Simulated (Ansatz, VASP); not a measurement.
# In2Sb2Cl: VASP beside Ansatz

The input INCAR:

```
PREC = Accurate ; ENCUT = 520
EDIFF = 1E-7 ; ISMEAR = 0
SIGMA = 0.1 ; LREAL = F
LASPH = T ; NELM = 80
ALGO = Normal ; ISIF = 2
LWAVE = F ; LCHARG = F
LDIPOL = T ; IDIPOL = 3
DIPOL = 0.5 0.5 0.335 ; GGA = PE
IVDW = 12 ; NBANDS = 30
```

Contents of KPOINTS:

```
Automatic mesh
0
Gamma
  6 6 1
```

POSCAR

```
In2Sb2Cl
1.0
    4.6293886023      0.0000000000      0.0000000000
   -2.3146943012      4.0091681336      0.0000000000
    0.0000000000      0.0000000000     22.0151773295
Sb In Cl
2 2 1
Direct
    0.0000000000      0.0000000000      0.1816928358
    0.3333333333      0.6666666667      0.3609342971
    0.3333333333      0.6666666667      0.2246164052
    0.6666666667      0.3333333333      0.3958713209
    0.6666666667      0.3333333333      0.5094293433
```

Input for Ansatz:

```yaml
crystal:
  lattice:
    - [4.6293886023, 0.0, 0.0]
    - [-2.3146943012, 4.0091681336, 0.0]
    - [0.0, 0.0, 22.0151773295]
  atoms:
    - { symbol: Sb, position: [0.0, 0.0, 0.1816928358] }
    - { symbol: In, position: [0.3333333333, 0.6666666667, 0.2246164052] }
    - { symbol: Sb, position: [0.3333333333, 0.6666666667, 0.3609342971] }
    - { symbol: In, position: [0.6666666667, 0.3333333333, 0.3958713209] }
    - { symbol: Cl, position: [0.6666666667, 0.3333333333, 0.5094293433] }
basis:
  ecutwfc: 420
kpoints:
  mp_grid: { grid: [6, 6, 1] }
hamiltonian:
  xc: pbe
  pseudopotentials: { kind: paw, azcp: { folder: soft_1 } }
  dispersion: d3bj
scf:
  occupations: { method: gaussian, width: 0.1 }
output:
  forces: true
  eigenvalues: true
efield:
  axis: 3
  dipole_correction: true
  ramp_width: 0.04
```

Alike in both runs: task single point; functional PBE; dispersion D3(BJ); k mesh 6 × 6 × 1; occupations gaussian, width 0.1 eV; no spin polarisation.

|  | VASP | Ansatz |
| --- | --- | --- |
| version | VASP 6.6.1 | Ansatz 0.2.0 |
| potentials or method | VASP PAW PBE potentials, release 64 (Sb, In_d, Cl), cutoff 520 eV | scalar-relativistic, plane waves, PAW |
| valence electrons in the cell | 43 | 63 |

|  | VASP | Ansatz | Ansatz less VASP |
| --- | --- | --- | --- |
| gap on the k mesh at the Fermi level (eV) | none | none | - |
| rms of the force components (eV/Å) | 0.589 | 0.588 | -0.0005 |

A gap of «none» marks a metal or a gap that the smearing closes. VASP's potentials hold 43 valence electrons a cell and Ansatz's 63, so a difference there can come from the potentials and not from the codes.

Neither program's run includes spin-orbit coupling.
